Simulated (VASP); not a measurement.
Wanted: the native input for a VASP 6.6.1 run.

| Item | Value |
| --- | --- |
| Task | single point |
| Functional | PBE |
| Potentials or basis | VASP PAW PBE potentials, release 64 (Ag, I) |
| Cutoff | 500 eV |
| k mesh | 6 × 6 × 4 |
| Occupations | gaussian, width 0.01 eV |
| Spin | no spin polarisation |
| Dipole correction | no |
| Further INCAR settings | ALGO = Normal; EDIFF = 1e-06; NBANDS = 26 |

The structure of AgI lies in POSCAR:

```
AgI
1.0
    4.6508717364      0.0000000000      0.0000000000
   -2.3254358682      4.0277730735      0.0000000000
    0.0000000000      0.0000000000      7.5992966317
Ag I
2 2
Direct
    0.3333333333      0.6666666667      0.0000048555
    0.6666666667      0.3333333333      0.5000048555
    0.3333333333      0.6666666667      0.3749951445
    0.6666666667      0.3333333333      0.8749951445
```

These files were run (other wordings do the same):

INCAR

```
ALGO     = Normal         # electronic algorithm
EDIFF    = 1E-6           # SCF threshold, eV
ENCUT    = 500            # plane-wave cutoff, eV
GGA      = PE             # functional
GGA_COMPAT= F            
ISIF     = 2              # what is computed and relaxed
ISMEAR   = 0              # smearing method
LASPH    = T              # aspherical terms in the spheres
LCHARG   = F              # write CHGCAR
LREAL    = F              # projectors in reciprocal space
LWAVE    = F              # write WAVECAR
NBANDS   = 26             # bands
NELM     = 120            # most SCF steps
PREC     = Accurate       # precision mode
SIGMA    = 0.01           # smearing width, eV
```

KPOINTS

```
k-points
0
Gamma
  6 6 4
```

Potentials or basis: VASP PAW PBE potentials, release 64 (Ag, I).

The run is started by

```sh
$ cat potpaw_PBE.64/Ag/POTCAR potpaw_PBE.64/I/POTCAR > POTCAR
$ mpirun -np 1 vasp_std > vasp.out
```

It gave:

```
Pressure               : 0.6 GPa
Band gap on the k mesh : 1.37 eV, direct
```

Caveat: spin-orbit coupling is left out, which moves the levels of the heavy elements.

Run time: 41 s on 1 thread of Intel(R) Xeon(R) 6975P-C (Granite Rapids), on a shared host, peak memory 0.27 GiB.
